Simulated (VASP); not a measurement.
# Si2W (I4/mmm) in VASP: further runs

Si2W is run at these levels: PBEsol+D3(BJ), revPBE+D3(BJ), revPBE+D4, PBEsol, r2SCAN; tasks: relaxation of cell and atoms, single point.

Program: VASP 6.6.1. These are calculated values, not measurements. Logs are shortened: lines on timing, memory, paths and dates and some standing lists are left out, and cuts for length are marked.

**1. The cell of the first run**

Symmetry: I4/mmm, No. 139, tetragonal system. The conventional cell has a = 3.214 Å, b = 3.214 Å, c = 7.830 Å, α = 90.00°, β = 90.00°, γ = 90.00°. W (site symmetry 4/mmm) has 10 Si at 2.62 Å and 4 W at 3.21 Å within 3.4 Å. Within 3.4 Å of Si (site symmetry 4mm) lie 9 Si at 2.59 to 3.21 Å and 5 W at 2.62 Å.

**2. Relaxation of cell and atoms, PBEsol+D3(BJ)**

INCAR

```
SYSTEM = Si2W
PREC = Accurate
ENCUT = 600
EDIFF = 1E-6
ISMEAR = -1
SIGMA = 0.05
LREAL = .False.
LASPH = .True.
NELM = 80
ALGO = Normal
ISIF = 3
LWAVE = .False.
LCHARG = .False.
GGA = PS
IVDW = 12
IBRION = 2
NSW = 60
EDIFFG = -0.01
```

KPOINTS

```
Automatic mesh
0
Gamma
  12 12 12
  0 0 0
```

POSCAR

```
Si2W
1.0
   -1.6069000000      1.6069000000      3.9149500000
    1.6069000000     -1.6069000000      3.9149500000
    1.6069000000      1.6069000000     -3.9149500000
W Si
1 2
Direct
    0.0000000000      0.0000000000      0.0000000000
    0.6653000000      0.6653000000      0.0000000000
    0.3347000000      0.3347000000      0.0000000000
```

Potentials or basis: VASP PAW PBE potentials, release 64 (W_sv, Si).

Command:

```sh
> cat potpaw_PBE.64/W_sv/POTCAR potpaw_PBE.64/Si/POTCAR > POTCAR
> mpirun -np 1 vasp_std > vasp.out
```

OUTCAR:

```text
SYSTEM = Si2W
   PREC = Accurate
   ENCUT = 600
   EDIFF = 1E-6
   ISMEAR = -1
   LREAL = .False.
   LASPH = .True.
   NELM = 80
   ISIF = 3
   GGA = PS
   IVDW = 12
   IBRION = 2
   NSW = 60
   EDIFFG = -0.01
 IVDW          = 12

 ion  position               nearest neighbor table
   1  0.000  0.000  0.000-   2 2.62   2 2.62   2 2.62   3 2.62   2 2.62   3 2.62   3 2.62   3 2.62
                             2 2.62   3 2.62
   2  0.665  0.665  0.000-   3 2.59   1 2.62   1 2.62   1 2.62   1 2.62   1 2.62   3 2.63   3 2.63
                             3 2.63   3 2.63
   3  0.335  0.335  0.000-   2 2.59   1 2.62   1 2.62   1 2.62   1 2.62   1 2.62   2 2.63   2 2.63
                             2 2.63   2 2.63

  LATTYP: Found a body centered tetragonal cell.
 ALAT       =     3.2138000000
 C/A-ratio  =     2.4363370465

  Lattice vectors:

 A1 = (  -1.6069000000,   1.6069000000,   3.9149500000)
 A2 = (   1.6069000000,  -1.6069000000,   3.9149500000)
 A3 = (   1.6069000000,   1.6069000000,  -3.9149500000)

Analysis of symmetry for initial positions (statically):
=====================================================================
 Subroutine PRICEL returns:
 Original cell was already a primitive cell.

 Routine SETGRP: Setting up the symmetry group for a
 body centered tetragonal supercell.

 Subroutine GETGRP returns: Found 16 space group operations
 (whereof 16 operations were pure point group operations)
 out of a pool of 16 trial point group operations.

The static configuration has the point symmetry D_4h.

Analysis of symmetry for dynamics (positions and initial velocities):
=====================================================================
 Subroutine PRICEL returns:
 Original cell was already a primitive cell.

 Routine SETGRP: Setting up the symmetry group for a
 body centered tetragonal supercell.

 Subroutine GETGRP returns: Found 16 space group operations
 (whereof 16 operations were pure point group operations)
 out of a pool of 16 trial point group operations.

The dynamic configuration has the point symmetry D_4h.

 Subroutine INISYM returns: Found 16 space group operations
 (whereof 16 operations are pure point group operations),
 and found     1 'primitive' translations

----------------------------------------------------------------------------------------

                                     Primitive cell

  volume of cell :      40.4356

  direct lattice vectors                    reciprocal lattice vectors
    -1.606900000  1.606900000  3.914950000     0.000000000  0.311158131  0.127715552
     1.606900000 -1.606900000  3.914950000     0.311158131  0.000000000  0.127715552
     1.606900000  1.606900000 -3.914950000     0.311158131  0.311158131  0.000000000

  length of vectors
     4.526708376  4.526708376  4.526708376     0.336348992  0.336348992  0.440044048

  position of ions in fractional coordinates (direct lattice)
     0.000000000  0.000000000  0.000000000
     0.665300000  0.665300000  0.000000000
     0.334700000  0.334700000  0.000000000

  ion indices of the primitive-cell ions
   primitive index   ion index
                 1           1
                 2           2
                 3           3

----------------------------------------------------------------------------------------

 KPOINTS: Automatic mesh

Automatic generation of k-mesh.
 Grid dimensions read from file:
 generate k-points for:   12   12   12

 Generating k-lattice:

  Cartesian coordinates                     Fractional coordinates (reciprocal lattice)
     0.000000000  0.025929844  0.010642963     0.083333333  0.000000000  0.000000000
     0.025929844  0.000000000  0.010642963     0.000000000  0.083333333  0.000000000
     0.025929844  0.025929844  0.000000000     0.000000000  0.000000000  0.083333333

  Length of vectors
     0.028029083  0.028029083  0.036670337

  Shift w.r.t. Gamma in fractional coordinates (k-lattice)
     0.000000000  0.000000000  0.000000000

 Subroutine IBZKPT returns following result:
 ===========================================

 Found    163 irreducible k-points:

 Following reciprocal coordinates:
            Coordinates               Weight
  0.000000  0.000000  0.000000      1.000000
  0.083333  0.000000  0.000000      8.000000
  0.166667 -0.000000  0.000000      8.000000
  0.250000  0.000000  0.000000      8.000000
  0.333333  0.000000  0.000000      8.000000
  0.416667  0.000000  0.000000      8.000000
[... 16 lines left out ...]
  0.500000  0.166667 -0.000000     16.000000
 -0.416667  0.166667  0.000000     16.000000
 [... further k-points ...]
   k-points           NKPTS =    163   k-points in BZ     NKDIM =    163   number of bands    NBANDS=     15
   number of dos      NEDOS =    301   number of ions     NIONS =      3
   total plane-waves  NPLWV =  46656
   dimension x,y,z NGX =    36 NGY =   36 NGZ =   36
   dimension x,y,z NGXF=    72 NGYF=   72 NGZF=   72
   ions per type =               1   2
   NGX,Y,Z   is equivalent  to a cutoff of  13.22, 13.22, 13.22 a.u.
   NGXF,Y,Z  is equivalent  to a cutoff of  26.44, 26.44, 26.44 a.u.
 SYSTEM =  Si2W
   PREC   = accura    normal or accurate (medium, high low for compatibility)
   ISTART =      0    job   : 0-new  1-cont  2-samecut
   ICHARG =      2    charge: 1-file 2-atom 10-const
   ISPIN  =      1    spin polarized calculation?
   LNONCOLLINEAR =      F non collinear calculations
   LSORBIT =      F    spin-orbit coupling
   LASPH  =      T    aspherical Exc in radial PAW
   ENCUT  =  600.0 eV  44.10 Ry    6.64 a.u.   9.04  9.04  9.04*2*pi/ulx,y,z
   NELM   =     80;   NELMIN=  2; NELMDL= -5     # of ELM steps
   EDIFF  = 0.1E-05   stopping-criterion for ELM
   LREAL  =      F    real-space projection
   EDIFFG = -.1E-01   stopping-criterion for IOM
   NSW    =     60    number of steps for IOM
   IBRION =      2    ionic relax: 0-MD 1-quasi-New 2-CG
   NFREE  =      1    steps in history (QN), initial steepest desc. (CG)
   ISIF   =      3    stress and relaxation
   ISYM   =      2    0-nonsym 1-usesym 2-fastsym
   POTIM  = 0.5000    time-step for ionic-motion
   TEBEG  =    0.0;   TEEND  =   0.0 temperature during run
   PSTRESS=    0.0 pullay stress
   NELECT =      22.0000    total number of electrons
   NUPDOWN=      -1.0000    fix difference up-down
   EMIN   =  10.00;   EMAX   =-10.00  energy-range for DOS
   EFERMI =   0.00;   METHOD = LEGACY
   ISMEAR =    -1;   SIGMA  =   0.05  broadening in eV -4-tet -1-fermi 0-gaus
   EFERMI_NEDOS =   21; number of points for ismear=-14 and -15
   IALGO  =     38    algorithm
   IMIX   =      4    mixing-type and parameters
     AMIX     =   0.40;   BMIX     =  1.00
     AMIX_MAG =   1.60;   BMIX_MAG =  1.00
  volume/ion in A,a.u.               =      13.48        90.96
  Fermi-wavevector in a.u.,A,eV,Ry     =   1.336476  2.525573 24.302284  1.786167
  Thomas-Fermi vector in A             =   2.465099
   LORBIT       =      0    0 simple, 1 ext, 2 COOP (PROOUT), +10 PAW based schemes
   GGA     = PS    functional components
   LHFCALC =     F    Hartree Fock is set to
   AEXX    =    0.0000 exact exchange contribution
   IVDW    =    12    specifies the selected vdW correction
   LEPSILON=     F    determine dielectric tensor
   LRPA    =     F    only Hartree local field effects (RPA)
 conjugate gradient relaxation of ions
 non-spin polarized calculation
  energy-cutoff  :      600.00
  volume of cell :       40.44
 maximum number of plane-waves:      1372
   NGX = 19   NGY = 19   NGZ = 19

--------------------------------------- Ionic step        1  -------------------------------------------

 number of electron      21.9999999 magnetization

 Free energy of the ion-electron system (eV)
  ---------------------------------------------------
  ext. energy  EPLUGINS =         0.00000000
  ---------------------------------------------------
  free energy    TOTEN  =       -26.63928142 eV

  energy without entropy =      -26.63734129  energy(sigma->0) =      -26.63831135

------------------------ aborting loop because EDIFF is reached ----------------------------------------

 Edisp (eV)   -1.63062

 E8    (eV) :    -1.1056

  FORCE on cell =-STRESS in cart. coord.  units (eV):
  Direction    XX          YY          ZZ          XY          YZ          ZX
  --------------------------------------------------------------------------------------
  -------------------------------------------------------------------------------------
  Total      -2.11499    -2.11499    -1.96679     0.00000     0.00000     0.00000
  in kB     -83.80213   -83.80213   -77.93010     0.00000     0.00000     0.00000
  external pressure =      -81.84 kB  Pullay stress =        0.00 kB
[... 100 lines left out ...]
  FREE ENERGIE OF THE ION-ELECTRON SYSTEM (eV)
  ---------------------------------------------------
  free  energy   TOTEN  =       -28.3066701543 eV

  energy  without entropy=      -28.3048567855  energy(sigma->0) =      -28.30576347

[... ionic steps 4 to 12 ...]

--------------------------------------- Ionic step       13  -------------------------------------------

 number of electron      22.0000000 magnetization

------------------------ aborting loop because EDIFF is reached ----------------------------------------

 Edisp (eV)   -1.69004

 E8    (eV) :    -1.1459
[... 71 lines left out ...]
  energy  without entropy=      -28.3058551744  energy(sigma->0) =      -28.30672564

--------------------------------------- Ionic step       15  -------------------------------------------

 number of electron      22.0000000 magnetization

 Free energy of the ion-electron system (eV)
  ---------------------------------------------------
  ext. energy  EPLUGINS =         0.00000000
  ---------------------------------------------------
  free energy    TOTEN  =       -26.61693665 eV

  energy without entropy =      -26.61519419  energy(sigma->0) =      -26.61606542

 E-fermi :  12.4176     XC(G=0): -12.7776

 val. band max:       12.3693752401   @ k =  -0.3333  -0.4167   0.3333
 cond. band min:      12.4247357601   @ k =  -0.4167  -0.4167   0.3333
 fundamental gap:      0.0553605201
 Fermi energy:        12.4176111727

 k-point     1 :       0.0000    0.0000    0.0000
  band No.  band energies     occupation
      1     -61.3472      2.00000
      2     -25.6531      2.00000
      3     -25.6044      2.00000
      4     -25.6044      2.00000
      5      -1.9979      2.00000
      6       5.2889      2.00000
      7       8.6586      2.00000
      8       8.8553      2.00000
      9       9.4430      2.00000
     10       9.4430      2.00000
     11      13.0544      0.00001
     12      15.1373      0.00000
     13      15.3759      0.00000
     14      15.6362      0.00000
     15      15.6362      0.00000
[... 397 lines left out ...]
 k-point    24 :      -0.4167    0.1667    0.0000
  band No.  band energies     occupation
      1     -61.3362      2.00000
      2     -25.8336      2.00000
      3     -25.6438      2.00000
      4     -25.6270      2.00000
      5       1.1869      2.00000
      6       3.8884      2.00000
      7       6.4667      2.00000
      8       7.6879      2.00000
      9       9.3761      2.00000
     10       9.9594      2.00000
     11      10.1361      2.00000
     12      14.5465      0.00000
     13      15.2213      0.00000
     14      15.8368      0.00000
     15      17.3227      0.00000

 [... further k-points ...]

------------------------ aborting loop because EDIFF is reached ----------------------------------------

 Edisp (eV)   -1.69066

 E8    (eV) :    -1.1463

  FORCE on cell =-STRESS in cart. coord.  units (eV):
  Direction    XX          YY          ZZ          XY          YZ          ZX
  --------------------------------------------------------------------------------------
  -------------------------------------------------------------------------------------
  Total      -0.00168    -0.00168     0.00709     0.00000     0.00000    -0.00000
  in kB      -0.06885    -0.06885     0.29120     0.00000     0.00000    -0.00000
  external pressure =        0.05 kB  Pullay stress =        0.00 kB
[... 18 lines left out ...]
  FREE ENERGIE OF THE ION-ELECTRON SYSTEM (eV)
  ---------------------------------------------------
  free  energy   TOTEN  =       -28.3076002663 eV

  energy  without entropy=      -28.3058578066  energy(sigma->0) =      -28.30672904

 reached required accuracy - stopping structural energy minimisation
```

Wall time 6 min (1 thread of Intel Xeon 6975P-C (Granite Rapids), shared host); peak memory 0.3 GiB.

What came out:

* Free energy: -28.3076 eV
* Relaxed volume: 13.01 Å³/atom
* Relaxed cell: a = 4.480 Å, b = 4.480 Å, c = 4.480 Å, α = 138.54°, β = 138.54°, γ = 60.08°
* Space group after relaxing (to 0.05 Å): I4/mmm (No. 139)
* Energy gained by relaxing: 12.6 meV/atom
* Ionic steps: 15
* Pressure after relaxing: 0.0 GPa
* Band gap on the k mesh: zero (band 11 reaches 13.19 eV, above the bottom of band 12 at 11.79 eV)
* Dispersion energy per atom: -0.564 eV

Step by step:
| step | energy change (eV) | largest force (eV/Å) | pressure (GPa) | volume (Å³) |
| --- | --- | --- | --- | --- |
| 1 | 0.0000 | 0.0231 | -8.18 | 40.44 |
| 2 | 0.1039 | 0.2982 | 19.15 | 36.54 |
| 3 | -0.0368 | 0.1099 | -0.13 | 39.07 |
| 4 | -0.0368 | 0.1120 | 0.01 | 39.04 |
| 5 | -0.0368 | 0.1139 | 0.19 | 39.02 |
| 6 | -0.0376 | 0.0065 | 0.17 | 38.99 |
| 7 | -0.0376 | 0.0304 | 0.17 | 38.99 |
| 8 | -0.0377 | 0.0076 | -0.26 | 39.06 |
| 9 | -0.0377 | 0.0086 | -0.08 | 39.03 |
| 10 | -0.0377 | 0.0078 | -0.08 | 39.03 |
| 11 | -0.0377 | 0.0000 | -0.16 | 39.04 |
| 12 | -0.0377 | 0.0067 | -0.12 | 39.03 |
| 13 | -0.0377 | 0.0072 | -0.11 | 39.03 |
| 14 | -0.0377 | 0.0034 | 0.07 | 39.01 |
| 15 | -0.0377 | 0.0012 | 0.01 | 39.02 |

Final structure:
```xyz
3
Lattice="-1.5858 1.5858 3.8786 1.5858 -1.5858 3.8786 1.5858 1.5858 -3.8786" Properties=species:S:1:pos:R:3 pbc="T T T"
W     0.0000    0.0000    0.0000
Si    0.0000    0.0000    5.1662
Si    0.0000    0.0000    2.5910
```

Caveat: the PAW data sets were made with another functional, which shifts forces and pressure a little; spin-orbit coupling is left out, which moves the levels of the heavy elements; pairwise dispersion overbinds metals, which lowers pressure and volume.

(Continued in part 2 of 3.)
